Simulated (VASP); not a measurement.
# Na in VASP: notebook

Runs on Na. Level: PBE. Tasks: single point, relaxation of cell and atoms.

Everything below comes from runs of VASP 6.6.1. Logs are shortened: lines on timing, memory, paths and dates and some standing lists are left out, and cuts for length are marked.

## 1. The cell of the first run

It takes space group Cmcm (No. 63, orthorhombic). The conventional cell has a = 3.783 Å, b = 6.404 Å, c = 6.110 Å, α = 90.00°, β = 90.00°, γ = 90.00°. Na (site symmetry m2m) has 12 Na at 3.72 to 3.78 Å within 4.9 Å.

## 2. Single point, PBE

Input file INCAR:

```
SYSTEM = Na
ALGO = Normal
EDIFF = 1E-6
ENCUT = 500
GGA = PE
GGA_COMPAT = .FALSE.
ISIF = 2
ISMEAR = 0
LASPH = .TRUE.
LCHARG = .FALSE.
LREAL = .FALSE.
LWAVE = .FALSE.
NBANDS = 22
NELM = 120
PREC = Accurate
SIGMA = 0.1
```

Input file KPOINTS:

```
k-points
0
G
  10 6 6
  0 0 0
```

Input file POSCAR:

```
Na
1.0
   -1.8914719664      3.2761255470      0.0000000000
    0.0000000000      0.0000000000      6.1104348203
    5.5456697338      3.2017939135      0.0000000000
Na
4
Direct
    0.5000000000      0.2500000000      0.1697795076
    1.0000000000      0.2500000000      0.6697795076
    0.0000000000      0.7500000000      0.3302204924
    0.5000000000      0.7500000000      0.8302204924
```

Potentials or basis: VASP PAW PBE potentials, release 64 (Na_pv).

Command:

```bash
cat potpaw_PBE.64/Na_pv/POTCAR > POTCAR
mpirun -np 1 vasp_std > vasp.out
```

OUTCAR:

```text
SYSTEM = Na
   EDIFF = 1E-6
   ENCUT = 500
   GGA = PE
   ISIF = 2
   ISMEAR = 0
   LASPH = .TRUE.
   LREAL = .FALSE.
   NELM = 120
   PREC = Accurate

 ion  position               nearest neighbor table
   1  0.500  0.250  0.170-
   2  0.000  0.250  0.670-
   3  0.000  0.750  0.330-
   4  0.500  0.750  0.830-

  LATTYP: Found a simple orthorhombic cell.
 ALAT       =     3.7829439329
 B/A-ratio  =     1.6152591550
 C/A-ratio  =     1.6927525073

  Lattice vectors:

 A1 = (  -1.8914719664,   3.2761255470,   0.0000000000)
 A2 = (   0.0000000000,   0.0000000000,   6.1104348203)
 A3 = (   5.5456697338,   3.2017939135,   0.0000000000)

Analysis of symmetry for initial positions (statically):
=====================================================================
 Subroutine PRICEL returns following result:

  LATTYP: Found a base centered orthorhombic cell.
 ALAT       =     3.7829439329
 B/A-ratio  =     1.6927525073
 C/A-ratio  =     1.6152591550

  Lattice vectors:

 A1 = (   1.8270988837,   3.2389597303,   0.0000000000)
 A2 = (  -3.7185708501,   0.0371658168,   0.0000000000)
 A3 = (   0.0000000000,   0.0000000000,   6.1104348203)

   2 primitive cells build up your supercell.

 Routine SETGRP: Setting up the symmetry group for a
 simple orthorhombic supercell.

 Subroutine GETGRP returns: Found  8 space group operations
 (whereof  4 operations were pure point group operations)
 out of a pool of  8 trial point group operations.

The static configuration has the point symmetry C_2h.
 The point group associated with its full space group is D_2h.

Analysis of symmetry for dynamics (positions and initial velocities):
=====================================================================
 Subroutine PRICEL returns following result:

  LATTYP: Found a base centered orthorhombic cell.
 ALAT       =     3.7829439329
 B/A-ratio  =     1.6927525073
 C/A-ratio  =     1.6152591550

  Lattice vectors:

 A1 = (   1.8270988837,   3.2389597303,   0.0000000000)
 A2 = (  -3.7185708501,   0.0371658168,   0.0000000000)
 A3 = (   0.0000000000,   0.0000000000,   6.1104348203)

   2 primitive cells build up your supercell.

 Routine SETGRP: Setting up the symmetry group for a
 simple orthorhombic supercell.

 Subroutine GETGRP returns: Found  8 space group operations
 (whereof  4 operations were pure point group operations)
 out of a pool of  8 trial point group operations.

The dynamic configuration has the point symmetry C_2h.
 The point group associated with its full space group is D_2h.

 Subroutine INISYM returns: Found  8 space group operations
 (whereof  4 operations are pure point group operations),
 and found     2 'primitive' translations

----------------------------------------------------------------------------------------

                                     Primitive cell

  volume of cell :      74.0109

  direct lattice vectors                    reciprocal lattice vectors
     1.827098884  3.238959730  0.000000000     0.003068460  0.307010183  0.000000000
    -3.718570850  0.037165817  0.000000000    -0.267412848  0.150847728  0.000000000
     0.000000000  0.000000000  6.110434820     0.000000000  0.000000000  0.163654475

  length of vectors
     3.718756575  3.718756575  6.110434820     0.307025517  0.307025517  0.163654475

  position of ions in fractional coordinates (direct lattice)
     0.669779508  0.330220492  0.250000000
     0.330220492  0.669779508  0.750000000

  ion indices of the primitive-cell ions
   primitive index   ion index
                 1           1
                 2           4

----------------------------------------------------------------------------------------

 KPOINTS: k-points

Automatic generation of k-mesh.
 Grid dimensions read from file:
 generate k-points for:   10    6    6

 Generating k-lattice:

  Cartesian coordinates                     Fractional coordinates (reciprocal lattice)
    -0.013217219  0.022892896  0.000000000     0.100000000  0.000000000  0.000000000
     0.000000000  0.000000000  0.027275746     0.000000000  0.166666667  0.000000000
     0.022540109  0.013013538  0.000000000     0.000000000  0.000000000  0.166666667

  Length of vectors
     0.026434439  0.027275746  0.026027076

  Shift w.r.t. Gamma in fractional coordinates (k-lattice)
     0.000000000  0.000000000  0.000000000

 Subroutine IBZKPT returns following result:
 ===========================================

 Found     96 irreducible k-points:

 Following reciprocal coordinates:
            Coordinates               Weight
  0.000000  0.000000  0.000000      1.000000
  0.100000  0.000000  0.000000      2.000000
  0.200000  0.000000  0.000000      2.000000
  0.300000  0.000000  0.000000      2.000000
  0.400000  0.000000  0.000000      2.000000
  0.500000  0.000000 -0.000000      1.000000
[... 16 lines left out ...]
  0.400000  0.500000  0.000000      2.000000
  0.500000  0.500000 -0.000000      1.000000
 [... further k-points ...]
   k-points           NKPTS =     96   k-points in BZ     NKDIM =     96   number of bands    NBANDS=     22
   number of dos      NEDOS =    301   number of ions     NIONS =      4
   total plane-waves  NPLWV =  64512
   dimension x,y,z NGX =    28 NGY =   48 NGZ =   48
   dimension x,y,z NGXF=    56 NGYF=   96 NGZF=   96
   ions per type =               4
   NGX,Y,Z   is equivalent  to a cutoff of  12.30, 13.06, 12.46 a.u.
   NGXF,Y,Z  is equivalent  to a cutoff of  24.61, 26.12, 24.92 a.u.
 SYSTEM =  Na
   PREC   = accura    normal or accurate (medium, high low for compatibility)
   ISTART =      0    job   : 0-new  1-cont  2-samecut
   ICHARG =      2    charge: 1-file 2-atom 10-const
   ISPIN  =      1    spin polarized calculation?
   LNONCOLLINEAR =      F non collinear calculations
   LSORBIT =      F    spin-orbit coupling
   LASPH  =      T    aspherical Exc in radial PAW
   ENCUT  =  500.0 eV  36.75 Ry    6.06 a.u.   6.90 11.14 11.68*2*pi/ulx,y,z
   NELM   =    120;   NELMIN=  2; NELMDL= -5     # of ELM steps
   EDIFF  = 0.1E-05   stopping-criterion for ELM
   LREAL  =      F    real-space projection
   EDIFFG = 0.1E-04   stopping-criterion for IOM
   NSW    =      0    number of steps for IOM
   IBRION =     -1    ionic relax: 0-MD 1-quasi-New 2-CG
   NFREE  =      0    steps in history (QN), initial steepest desc. (CG)
   ISIF   =      2    stress and relaxation
   ISYM   =      2    0-nonsym 1-usesym 2-fastsym
   POTIM  = 0.5000    time-step for ionic-motion
   TEBEG  =    0.0;   TEEND  =   0.0 temperature during run
   PSTRESS=    0.0 pullay stress
   NELECT =      28.0000    total number of electrons
   NUPDOWN=      -1.0000    fix difference up-down
   EMIN   =  10.00;   EMAX   =-10.00  energy-range for DOS
   EFERMI =   0.00;   METHOD = LEGACY
   ISMEAR =     0;   SIGMA  =   0.10  broadening in eV -4-tet -1-fermi 0-gaus
   EFERMI_NEDOS =   21; number of points for ismear=-14 and -15
   IALGO  =     38    algorithm
   IMIX   =      4    mixing-type and parameters
     AMIX     =   0.40;   BMIX     =  1.00
     AMIX_MAG =   1.60;   BMIX_MAG =  1.00
  volume/ion in A,a.u.               =      37.01       249.72
  Fermi-wavevector in a.u.,A,eV,Ry     =   0.939765  1.775897 12.016085  0.883157
  Thomas-Fermi vector in A             =   2.067109
   LORBIT       =      0    0 simple, 1 ext, 2 COOP (PROOUT), +10 PAW based schemes
   GGA     = PE    functional components
   LHFCALC =     F    Hartree Fock is set to
   AEXX    =    0.0000 exact exchange contribution
   IVDW    =     0    specifies the selected vdW correction
   LEPSILON=     F    determine dielectric tensor
   LRPA    =     F    only Hartree local field effects (RPA)
 non-spin polarized calculation
 Gauss-broadening in eV      SIGMA  =   0.10
  energy-cutoff  :      500.00
  volume of cell :      148.02
 maximum number of plane-waves:      3792
 NGX is ok and might be reduce to    28
   NGX = 13   NGY = 23   NGZ = 23

 number of electron      27.9999970 magnetization

 Free energy of the ion-electron system (eV)
  ---------------------------------------------------
  ext. energy  EPLUGINS =         0.00000000
  ---------------------------------------------------
  free energy    TOTEN  =        -5.26084442 eV

  energy without entropy =       -5.25472900  energy(sigma->0) =       -5.25778671

 E-fermi :   0.3023     XC(G=0):  -6.5062

 val. band max:        0.2765012590   @ k =   0.2000   0.1667   0.0000
 cond. band min:       0.3659555885   @ k =   0.1000   0.1667   0.3333
 fundamental gap:      0.0894543295
 Fermi energy:         0.3023494297

 k-point     1 :       0.0000    0.0000    0.0000
  band No.  band energies     occupation
      1     -24.5961      2.00000
      2     -24.5946      2.00000
      3     -24.5889      2.00000
      4     -24.5808      2.00000
      5     -24.5751      2.00000
      6     -24.5687      2.00000
[... 14 lines left out ...]
     21       4.9737      0.00000
     22       7.2409      0.00000

 k-point     2 :       0.1000    0.0000    0.0000
  band No.  band energies     occupation
      1     -24.5953      2.00000
      2     -24.5938      2.00000
      3     -24.5882      2.00000
      4     -24.5801      2.00000
      5     -24.5763      2.00000
      6     -24.5692      2.00000
[... 14 lines left out ...]
     21       4.8401      0.00000
     22       6.3744      0.00000

 k-point     3 :       0.2000    0.0000    0.0000
  band No.  band energies     occupation
      1     -24.5929      2.00000
      2     -24.5916      2.00000
      3     -24.5860      2.00000
      4     -24.5793      2.00000
      5     -24.5784      2.00000
      6     -24.5723      2.00000
[... 14 lines left out ...]
     21       5.0968      0.00000
     22       6.2369      0.00000
[... 476 lines left out ...]
 k-point    23 :       0.4000    0.5000    0.0000
  band No.  band energies     occupation
      1     -24.5893      2.00000
      2     -24.5893      2.00000
      3     -24.5872      2.00000
      4     -24.5872      2.00000
      5     -24.5814      2.00000
      6     -24.5814      2.00000
[... 14 lines left out ...]
     21       4.9582      0.00000
     22       4.9582      0.00000

 k-point    24 :       0.5000    0.5000   -0.0000
  band No.  band energies     occupation
      1     -24.5894      2.00000
      2     -24.5894      2.00000
      3     -24.5894      2.00000
      4     -24.5894      2.00000
      5     -24.5776      2.00000
      6     -24.5776      2.00000
[... 14 lines left out ...]
     21       4.6437      0.00000
     22       4.6437      0.00000

 [... further k-points ...]

------------------------ aborting loop because EDIFF is reached ----------------------------------------

  FORCE on cell =-STRESS in cart. coord.  units (eV):
  Direction    XX          YY          ZZ          XY          YZ          ZX
  --------------------------------------------------------------------------------------
  -------------------------------------------------------------------------------------
  Total        0.0003161     -0.0076812     -0.0386800      0.0069259      0.0000000      0.0000000
  in kB        0.0034217     -0.0831410     -0.4186700      0.0749655      0.0000000      0.0000000
  external PRESSURE =      -0.1661297 kB  Pullay stress =       0.0000000 kB

 VOLUME and BASIS-vectors are now :
 -----------------------------------------------------------------------------
  energy-cutoff  :      500.00
  volume of cell :      148.02
      direct lattice vectors                 reciprocal lattice vectors
    -1.891471966  3.276125547  0.000000000    -0.132172194  0.228928956  0.000000000
     0.000000000  0.000000000  6.110434820     0.000000000  0.000000000  0.163654475
     5.545669734  3.201793913  0.000000000     0.135240654  0.078081228  0.000000000

 POSITION                                       TOTAL-FORCE (eV/Angst)
 -----------------------------------------------------------------------------------
     -0.00419      2.18166      1.52761         0.003187      0.001840     -0.000000
      3.71438      2.14450      1.52761         0.003187      0.001840     -0.000000
      1.83129      1.05730      4.58283        -0.003187     -0.001840     -0.000000
      3.65839      4.29626      4.58283        -0.003187     -0.001840      0.000000
 -----------------------------------------------------------------------------------
    total drift:                                0.000000      0.000000      0.000000

  FREE ENERGIE OF THE ION-ELECTRON SYSTEM (eV)
  ---------------------------------------------------
  free  energy   TOTEN  =        -5.2608444175 eV

  energy  without entropy=       -5.2547289957  energy(sigma->0) =       -5.25778671
```

Run time: 4.4 min. Hardware: 1 thread of Intel Xeon 8259CL, shared host; peak memory 0.36 GiB.

What came out:

```yaml
Free_energy: -5.2608 eV
Pressure: 0.0 GPa
Largest_force: 0.004 eV/Å
Band_gap_on_the_k_mesh: zero (bands 14 and 15 overlap by 2.52 eV)
```

Forces on the atoms (eV/Å):
```
Na   0.003  0.002  0.000
Na   0.003  0.002  0.000
Na  -0.003 -0.002  0.000
Na  -0.003 -0.002  0.000
```

## 3. Relaxation of cell and atoms, PBE

Input file INCAR:

```
PREC     = Accurate       # precision mode
ENCUT    = 500            # plane-wave cutoff, eV
EDIFF    = 1E-7           # SCF threshold, eV
ISMEAR   = 0              # smearing method
SIGMA    = 0.1            # smearing width, eV
LREAL    = F              # projectors in reciprocal space
LASPH    = T              # aspherical terms in the spheres
NELM     = 120            # most SCF steps
ALGO     = Normal         # electronic algorithm
ISIF     = 3              # what is computed and relaxed
LWAVE    = F              # write WAVECAR
LCHARG   = F              # write CHGCAR
GGA      = PE             # functional
IBRION   = 2              # ionic algorithm
NSW      = 80             # ionic steps
EDIFFG   = -0.015         # ionic threshold
GGA_COMPAT= F            
NELMIN   = 4
```

Input file KPOINTS:

```
Automatic mesh
0
Gamma
  10 6 6
```

Input file POSCAR:

```
Na
1.0
   -1.8756746743      3.2487638345      0.0000000000
    0.0000000000      0.0000000000      6.0738687094
    5.6270240231      3.2487638344      0.0000000000
Na
4
Direct
    0.5000000000      0.2500000000      0.1666666667
    1.0000000000      0.2500000000      0.6666666667
    0.0000000000      0.7500000000      0.3333333333
    0.5000000000      0.7500000000      0.8333333333
```

Potentials or basis: VASP PAW PBE potentials, release 64 (Na_pv).

Command:

```bash
cat potpaw_PBE.64/Na_pv/POTCAR > POTCAR
mpirun -np 1 vasp_std > vasp.out
```

Run time: 9.3 min. Hardware: 1 thread of Intel Xeon 8259CL, shared host; peak memory 0.35 GiB.

It converged, with:

```yaml
Free_energy: -5.2603 eV
Relaxed_volume: 36.94 Å³/atom
Relaxed_cell: a = 3.765 Å, b = 6.093 Å, c = 6.440 Å, α = 90.00°, β = 90.00°, γ = 90.00°
Space_group_after_relaxing_to_0.1_Å: P6_3/mmc (No. 194)
Energy_gained_by_relaxing: 0.3 meV/atom
Ionic_steps: 3
Pressure_after_relaxing: 0.0 GPa
Largest_force_after_relaxing: 0.005 eV/Å
Band_gap_on_the_k_mesh: zero (bands 14 and 15 overlap by 2.50 eV)
```

Forces in eV/Å, atoms in the order of the input:
```
Na   0.004  0.002  0.000
Na   0.004  0.002  0.000
Na  -0.004 -0.002  0.000
Na  -0.004 -0.002  0.000
```

The path:
```
step  energy change (eV)  largest force (eV/Å)  pressure (GPa)  volume (Å³)
   1              0.0000                0.0001           -0.01       148.05
   2             -0.0005                0.0013           -0.02       147.97
   3             -0.0014                0.0046            0.00       147.75
```

Final structure:
```
Na
1.0
    -1.88267    3.26088    0.00000
     0.00000    0.00000    6.09318
     5.57696    3.21986    0.00000
Na
4
Direct
  0.50000 0.25000 0.16667
  0.00000 0.25000 0.66667
  0.00000 0.75000 0.33333
  0.50000 0.75000 0.83333
```

Levels at points of the mesh, in eV from the Fermi level:
| k point | band 12 | band 13 | band 14 | band 15 | band 16 | band 17 |
| --- | --- | --- | --- | --- | --- | --- |
| (0.00, 0.00, 0.00) | -24.87 | -3.26 | 0.30 | 0.42 | 0.59 | 1.00 |
| (0.50, 0.00, 0.00) | -24.88 | -0.59 | -0.59 | 2.68 | 2.68 | 2.80 |
| (0.00, 0.50, 0.00) | -24.87 | -2.23 | -2.23 | 1.12 | 1.12 | 1.61 |
| (0.50, 0.50, 0.00) | -24.88 | 0.39 | 0.39 | 0.39 | 0.39 | 3.56 |
| (0.00, 0.00, 0.50) | -24.87 | -2.33 | -2.33 | 1.42 | 1.42 | 1.88 |
| (0.50, 0.00, 0.50) | -24.88 | 0.24 | 0.24 | 0.35 | 0.35 | 3.87 |
| (0.00, 0.50, 0.50) | -24.88 | -1.31 | -1.31 | -1.31 | -1.31 | 5.52 |
| (0.50, 0.50, 0.50) | -24.88 | 1.06 | 1.06 | 1.06 | 1.06 | 1.54 |

The gap in the log of VASP goes by the Fermi energy; the results here count the filled bands.